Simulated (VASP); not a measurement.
# BN (R3m) in VASP: a series of runs

Runs on BN. Level: PBEsol. Tasks: vibrations by perturbation theory.

Everything below comes from runs of VASP 6.6.1. Logs are shortened: lines on timing, memory, paths and dates and some standing lists are left out, and cuts for length are marked.

## 1. The cell of the first run

Symmetry: R3m, No. 160, trigonal system. The conventional cell has a = 2.487 Å, b = 2.487 Å, c = 8.601 Å, α = 90.00°, β = 90.00°, γ = 120.00°. Within 1.9 Å of B (site symmetry 3m) lie 3 N at 1.44 Å. Within 1.9 Å of N (site symmetry 3m) lie 3 B at 1.44 Å.

## 2. Vibrations by perturbation theory, PBEsol

The input, INCAR:

```
PREC = Accurate ; ENCUT = 520
EDIFF = 1E-8 ; ISMEAR = 0
SIGMA = 0.01 ; LREAL = F
LASPH = T ; NELM = 60
ALGO = Normal ; ISIF = 2
LWAVE = F ; LCHARG = F
GGA = PS ; IBRION = 8
NSW = 1 ; LEPSILON = T
```

The input, KPOINTS:

```
regular mesh
0
Gamma
  12 12 12
```

The input, POSCAR:

```
BN
1.0
    1.2437302281      0.7180679820      2.8669719445
   -1.2437302281      0.7180679820      2.8669719445
    0.0000000000     -1.4361359640      2.8669719445
B N
1 1
Direct
    1.0003631251      1.0003631251      1.0003631251
    0.3320698749      0.3320698749      0.3320698749
```

Potentials or basis: VASP PAW PBE potentials, release 64 (B, N).

Started as:

```
> cat potpaw_PBE.64/B/POTCAR potpaw_PBE.64/N/POTCAR > POTCAR
> mpirun -np 1 vasp_std > vasp.out
```

OUTCAR:

```text
PREC = Accurate
   ENCUT = 520
   EDIFF = 1E-8
   ISMEAR = 0
   LREAL = F
   LASPH = T
   NELM = 60
   ISIF = 2
   GGA = PS
   IBRION = 8
   NSW = 1
   LEPSILON = T

 ion  position               nearest neighbor table
   1  0.000  0.000  0.000-   2 1.44   2 1.44   2 1.44
   2  0.332  0.332  0.332-   1 1.44   1 1.44   1 1.44

  LATTYP: Found a trigonal (rhomboedric) cell.
 ALAT       =     3.2065580671
 COS(alpha) =     0.6991124921

  Lattice vectors:

 A1 = (   1.2437302281,   0.7180679820,   2.8669719445)
 A2 = (  -1.2437302281,   0.7180679820,   2.8669719445)
 A3 = (   0.0000000000,  -1.4361359640,   2.8669719445)

Analysis of symmetry for initial positions (statically):
=====================================================================
 Subroutine PRICEL returns:
 Original cell was already a primitive cell.

 Routine SETGRP: Setting up the symmetry group for a
 trigonal (rhombohedral) supercell.

 Subroutine GETGRP returns: Found  6 space group operations
 (whereof  6 operations were pure point group operations)
 out of a pool of 12 trial point group operations.

The static configuration has the point symmetry C_3v.

Analysis of symmetry for dynamics (positions and initial velocities):
=====================================================================
 Subroutine PRICEL returns:
 Original cell was already a primitive cell.

 Routine SETGRP: Setting up the symmetry group for a
 trigonal (rhombohedral) supercell.

 Subroutine GETGRP returns: Found  6 space group operations
 (whereof  6 operations were pure point group operations)
 out of a pool of 12 trial point group operations.

The dynamic configuration has the point symmetry C_3v.

 Subroutine INISYM returns: Found  6 space group operations
 (whereof  6 operations are pure point group operations),
 and found     1 'primitive' translations

----------------------------------------------------------------------------------------

                                     Primitive cell

  volume of cell :      15.3627

  direct lattice vectors                    reciprocal lattice vectors
     1.243730228  0.718067982  2.866971944     0.402016441  0.232104300  0.116266688
    -1.243730228  0.718067982  2.866971944    -0.402016441  0.232104300  0.116266688
     0.000000000 -1.436135964  2.866971944     0.000000000 -0.464208601  0.116266688

  length of vectors
     3.206558067  3.206558067  3.206558067     0.478547352  0.478547352  0.478547352

  position of ions in fractional coordinates (direct lattice)
     0.000363125  0.000363125  0.000363125
     0.332069875  0.332069875  0.332069875

  ion indices of the primitive-cell ions
   primitive index   ion index
                 1           1
                 2           2

----------------------------------------------------------------------------------------

 KPOINTS: regular mesh

Automatic generation of k-mesh.
 Grid dimensions read from file:
 generate k-points for:   12   12   12

 Generating k-lattice:

  Cartesian coordinates                     Fractional coordinates (reciprocal lattice)
     0.033501370  0.019342025  0.009688891     0.083333333 -0.000000000  0.000000000
[... 423 lines left out ...]

--------------------------------------- Ionic step        3  -------------------------------------------

------------------------ aborting loop because EDIFF is reached ----------------------------------------

 PIEZOELECTRIC TENSOR FIELD DIRECTION 3  (e Angst)
 -----------------------------------------------------------------------------
     0.12944  0.00000 -0.00000           (  0.00050  0.00000 -0.00000)
     0.00000  0.12944  0.00000           (  0.00000  0.00050  0.00000)
     0.00000  0.00000 -0.35644           ( -0.00000  0.00000 -0.00155)

 PIEZOELECTRIC TENSOR FIELD DIRECTION 3  (C/m^2)
 -----------------------------------------------------------------------------
     0.13499  0.00000 -0.00000
     0.00000  0.13499  0.00000
     0.00000  0.00000 -0.37174

--------------------------------------- Ionic step        4  -------------------------------------------

------------------------ aborting loop because EDIFF is reached ----------------------------------------

[... ionic steps 5 to 5 ...]

--------------------------------------- Ionic step        6  -------------------------------------------

------------------------ aborting loop because EDIFF is reached ----------------------------------------

--------------------------------------- Ionic step        7  -------------------------------------------

------------------------ aborting loop because EDIFF is reached ----------------------------------------

[... ionic steps 8 to 8 ...]

--------------------------------------- Ionic step        9  -------------------------------------------

 Free energy of the ion-electron system (eV)
  ---------------------------------------------------
  ---------------------------------------------------
  free energy    TOTEN  =        -0.24084424 eV

  energy without entropy =       -0.24084424

------------------------ aborting loop because EDIFF is reached ----------------------------------------

 INTERNAL STRAIN TENSOR  FOR ION    2  DIRECTION 3   (eV/Angst):
 -----------------------------------------------------------------------------
    -0.30089  0.00000 -0.00000
     0.00000 -0.30089  0.00000
    -0.00000 -0.00000  1.86820

 MACROSCOPIC STATIC DIELECTRIC TENSOR (including local field effects in DFT)
 ------------------------------------------------------
           5.348937     0.000000     0.000000
           0.000000     5.348937     0.000000
           0.000000     0.000000     3.494335
 ------------------------------------------------------

 PIEZOELECTRIC TENSOR (including local field effects)  for field in x, y, z        (e  Angst)
          XX          YY          ZZ          XY          YZ          ZX
  --------------------------------------------------------------------------------
  x     0.00000     0.00000    -0.00000     1.22907     0.00000     0.05448
  y     1.22907    -1.22907     0.00000     0.00000     0.05448     0.00000
  z     0.12944     0.12944    -0.35644     0.00000     0.00000    -0.00000

 PIEZOELECTRIC TENSOR (including local field effects)  for field in x, y, z        (C/m^2)
          XX          YY          ZZ          XY          YZ          ZX
  --------------------------------------------------------------------------------
  x     0.00000     0.00000    -0.00000     1.28180     0.00000     0.05682
  y     1.28180    -1.28180     0.00000     0.00000     0.05682     0.00000
  z     0.13499     0.13499    -0.37174     0.00000     0.00000    -0.00000

 BORN EFFECTIVE CHARGES (including local field effects) (in |e|, cummulative output)
 ---------------------------------------------------------------------------------
 ion    1
    1     2.67283     0.00000     0.00000
    2     0.00000     2.67283     0.00000
    3     0.00000     0.00000     1.03495
 ion    2
    1    -2.67283     0.00000     0.00000
    2     0.00000    -2.67283     0.00000
    3     0.00000     0.00000    -1.03495

 INTERNAL STRAIN TENSOR FOR ION    2 for displacements in x,y,z  (eV/Angst):
          X           Y           Z          XY          YZ          ZX
  --------------------------------------------------------------------------------
  x     0.00000     0.00000    -0.00000    14.57663     0.00000     0.42854
  y    14.57663   -14.57663    -0.00000     0.00000     0.23340     0.00000
  z    -0.30089    -0.30089     1.86820     0.00000     0.00000     0.00000

 SECOND DERIVATIVES (NOT SYMMETRIZED)
 ------------------------------------
               1X          1Y          1Z          2X          2Y          2Z
  1X   -43.898137    0.000000    0.000000   43.898137    0.000000    0.000000
  1Y     0.000000  -43.898137    0.000000    0.000000   43.898137    0.000000
  1Z     0.000000    0.000000  -10.887750    0.000000    0.000000   10.887750
  2X    43.908104   -0.000000    0.000000  -43.908104    0.000000    0.000000
  2Y     0.000000   43.908104    0.000000   -0.000000  -43.908104    0.000000
  2Z     0.000000    0.000000   10.880708    0.000000    0.000000  -10.880708

 Eigenvectors and eigenvalues of the dynamical matrix
 ----------------------------------------------------

   1 f  =   41.938576 THz   263.507843 2PiTHz 1398.920309 cm-1   173.443935 meV
             X         Y         Z           dx          dy          dz
      0.000000  0.000000  0.003123     0.000000   -0.751151   -0.000000
      0.000000  0.000000  2.856105     0.000000    0.660131    0.000000
[... 21 lines left out ...]
   6 f/i=    0.003350 THz     0.021048 2PiTHz    0.111741 cm-1     0.013854 meV
             X         Y         Z           dx          dy          dz
      0.000000  0.000000  0.003123     0.000000    0.000000    0.659968
      0.000000  0.000000  2.856105     0.000000    0.000000    0.751294

--------------------------------------------------------------------------------------------------------

 MACROSCOPIC STATIC DIELECTRIC TENSOR IONIC CONTRIBUTION
 ------------------------------------------------------
           1.916662    -0.000000     0.000000
          -0.000000     1.916662     0.000000
           0.000000     0.000000     1.159163
 ------------------------------------------------------

 ELASTIC MODULI CONTR FROM IONIC RELAXATION (kBar)
 Direction    XX          YY          ZZ          XY          YZ          ZX
 --------------------------------------------------------------------------------
 XX        -503.3021    501.5506      5.3926     -0.0000     -9.2118     -0.0000
 YY         501.5506   -503.3021      5.3926      0.0000      9.2118      0.0000
 ZZ           5.3926      5.3926    -33.2053      0.0000      0.0000      0.0000
 XY          -0.0000      0.0000      0.0000   -502.4263     -0.0000    -13.0191
 YZ          -9.2118      9.2118      0.0000     -0.0000     -0.1689     -0.0000
 ZX          -0.0000      0.0000      0.0000    -13.0191     -0.0000     -0.3374
 --------------------------------------------------------------------------------

 PIEZOELECTRIC TENSOR IONIC CONTR  for field in x, y, z        (C/m^2)
          XX          YY          ZZ          XY          YZ          ZX
  --------------------------------------------------------------------------------
  x    -0.00000     0.00000     0.00000    -0.92338    -0.00000    -0.02393
  y    -0.92338     0.92338     0.00000    -0.00000    -0.01693    -0.00000
  z     0.02998     0.02998    -0.18461     0.00000     0.00000     0.00000
```

It took 17 min on 1 thread of AMD EPYC 7R43 (Zen 3), shared host; peak memory 0.36 GiB.

What came out:

```yaml
Electronic_dielectric_tensor_diagonal: 5.35, 5.35, 3.49
Born_charges_mean_of_the_diagonal: B +2.13; N -2.13 e
Highest_phonon_frequency_at_Γ_LO-TO_splitting_left_out: 1399 cm⁻¹
```

Phonon frequencies in cm⁻¹ (negative: imaginary):
```tsv
q point	frequencies
(0.000, 0.000, 0.000)	0 0 0 697 1399 1399
```

Electronic dielectric tensor:
```
5.35 0.00 0.00
0.00 5.35 0.00
0.00 0.00 3.49
```

Born effective charge tensors (e):
atom 1, B
```
2.67 0.00 0.00
0.00 2.67 0.00
0.00 0.00 1.03
```
atom 2, N
```
-2.67  0.00  0.00
 0.00 -2.67  0.00
 0.00  0.00 -1.03
```

Caveat: the cell stands under pressure or tension, which shifts response properties; the PAW data sets were made with another functional, which shifts forces and pressure a little.

## 3. Vibrations by perturbation theory, PBEsol

This run uses another cell than the first one, of 6.99 Å³/atom.

The input, INCAR:

```
  ALGO = Normal
  EDIFF = 1E-8
  ENCUT = 520
  GGA = PS
  IBRION = 8
  ISIF = 2
  ISMEAR = 0
  LASPH = T
  LCHARG = F
  LEPSILON = T
  LREAL = F
  LWAVE = F
  NELM = 60
  NSW = 1
  PREC = Accurate
  SIGMA = 0.01
```

The input, KPOINTS:

```
k-points
0
Gamma
  12 12 12
```

The input, POSCAR:

```
BN
1.0
    1.2358088046      0.7134945460      2.6423791858
   -1.2358088046      0.7134945460      2.6423791858
    0.0000000000     -1.4269890920      2.6423791858
B N
1 1
Direct
    1.0017503558      1.0017503558      1.0017503558
    0.3306826442      0.3306826442      0.3306826442
```

Potentials or basis: VASP PAW PBE potentials, release 64 (B, N).

Started as:

```
> cat potpaw_PBE.64/B/POTCAR potpaw_PBE.64/N/POTCAR > POTCAR
> mpirun -np 1 vasp_std > vasp.out
```

OUTCAR:

```text
EDIFF = 1E-8
   ENCUT = 520
   GGA = PS
   IBRION = 8
   ISIF = 2
   ISMEAR = 0
   LASPH = T
   LEPSILON = T
   LREAL = F
   NELM = 60
   NSW = 1
   PREC = Accurate

 ion  position               nearest neighbor table
   1  0.002  0.002  0.002-   2 1.43   2 1.43   2 1.43
   2  0.331  0.331  0.331-   1 1.43   1 1.43   1 1.43

  LATTYP: Found a trigonal (rhomboedric) cell.
 ALAT       =     3.0030760280
 COS(alpha) =     0.6613119206

  Lattice vectors:

 A1 = (   1.2358088046,   0.7134945460,   2.6423791858)
 A2 = (  -1.2358088046,   0.7134945460,   2.6423791858)
 A3 = (   0.0000000000,  -1.4269890920,   2.6423791858)

Analysis of symmetry for initial positions (statically):
[... 576 lines left out ...]
  y    16.04570   -16.04570     0.00000     0.00000     1.00791     0.00000
  z    -0.45997    -0.45997     4.06168     0.00000    -0.00000    -0.00000

 SECOND DERIVATIVES (NOT SYMMETRIZED)
 ------------------------------------
               1X          1Y          1Z          2X          2Y          2Z
  1X   -46.087437   -0.000000    0.000000   46.087437    0.000000    0.000000
  1Y    -0.000000  -46.087437    0.000000    0.000000   46.087437    0.000000
  1Z     0.000000    0.000000   -8.957920    0.000000    0.000000    8.957920
  2X    46.094594    0.000000    0.000000  -46.094594    0.000000    0.000000
  2Y    -0.000000   46.094594    0.000000    0.000000  -46.094594    0.000000
  2Z     0.000000    0.000000    8.954999    0.000000    0.000000   -8.954999

 Eigenvectors and eigenvalues of the dynamical matrix
 ----------------------------------------------------

   1 f  =   42.970966 THz   269.994545 2PiTHz 1433.357154 cm-1   177.713558 meV
             X         Y         Z           dx          dy          dz
      0.000000  0.000000  0.013875    -0.751163    0.000000    0.000000
      0.000000  0.000000  2.621367     0.660117    0.000000    0.000000
[... 21 lines left out ...]
   6 f/i=    0.001654 THz     0.010395 2PiTHz    0.055187 cm-1     0.006842 meV
             X         Y         Z           dx          dy          dz
      0.000000  0.000000  0.013875     0.277918    0.598762    0.000000
      0.000000  0.000000  2.621367     0.316249    0.681346    0.000000

--------------------------------------------------------------------------------------------------------

 MACROSCOPIC STATIC DIELECTRIC TENSOR IONIC CONTRIBUTION
 ------------------------------------------------------
           1.945225     0.000000     0.000000
           0.000000     1.945225     0.000000
           0.000000     0.000000     2.626293
 ------------------------------------------------------

 ELASTIC MODULI CONTR FROM IONIC RELAXATION (kBar)
 Direction    XX          YY          ZZ          XY          YZ          ZX
 --------------------------------------------------------------------------------
 XX        -639.7683    634.3022     23.9944     -0.0000    -42.0946     -0.0000
 YY         634.3022   -639.7683     23.9944      0.0000     42.0946      0.0000
 ZZ          23.9944     23.9944   -210.6550      0.0000      0.0000      0.0000
 XY          -0.0000      0.0000      0.0000   -637.0352     -0.0000    -48.3215
 YZ         -42.0946     42.0946      0.0000     -0.0000     -2.7816     -0.0000
 ZX          -0.0000      0.0000      0.0000    -48.3215     -0.0000     -3.6654
 --------------------------------------------------------------------------------

 PIEZOELECTRIC TENSOR IONIC CONTR  for field in x, y, z        (C/m^2)
          XX          YY          ZZ          XY          YZ          ZX
  --------------------------------------------------------------------------------
  x    -0.00000     0.00000     0.00000    -1.04746    -0.00000    -0.07945
  y    -1.04746     1.04746     0.00000    -0.00000    -0.06922    -0.00000
  z     0.07972     0.07972    -0.69989     0.00000     0.00000     0.00000
```

stdout:

```text
POSCAR found type information on POSCAR B N
 POSCAR found :  2 types and       2 ions
 scaLAPACK will be used
 -----------------------------------------------------------------------------
|                                                                             |
|                                                                             |
[... 47 lines left out ...]
 first order change of Fermi-energy   0.71530E-04
 force on displaced ion       2 direction 1 : -46.080   0.025  -0.000
 Born effective charge ion    2 direction 1 :  -2.632  -0.003  -0.000
 Linear response progress:
 first order change of Fermi-energy   0.17260E+01
 force on displaced ion       2 direction 3 :   0.000  -0.000  -8.955
 Born effective charge ion    2 direction 3 :   0.000  -0.000  -1.347
 Born effective charges drift removed
 Linear response finished
```

Run time: 7.7 min. Hardware: 1 thread of Intel Xeon 8259CL, shared host; peak memory 0.38 GiB.

Results:

```yaml
Electronic_dielectric_tensor_diagonal: 5.55, 5.55, 4.16
Born_charges_mean_of_the_diagonal: B +2.20; N -2.20 e
Highest_phonon_frequency_at_Γ_LO-TO_splitting_left_out: 1433 cm⁻¹
```

Phonon frequencies in cm⁻¹ (negative: imaginary):
```csv
q point,frequencies
"(0.000, 0.000, 0.000)",0 0 0 632 1433 1433
```

Electronic dielectric tensor:
```
5.55 0.00 0.00
0.00 5.55 0.00
0.00 0.00 4.16
```

Born effective charge tensors (e):
atom 1, B
```
2.63 0.00 0.00
0.00 2.63 0.00
0.00 0.00 1.35
```
atom 2, N
```
-2.63  0.00  0.00
 0.00 -2.63  0.00
 0.00  0.00 -1.35
```

Caveat: the cell stands under pressure or tension, which shifts response properties; the PAW data sets were made with another functional, which shifts forces and pressure a little.

(Part 1 of 2 ends here.)
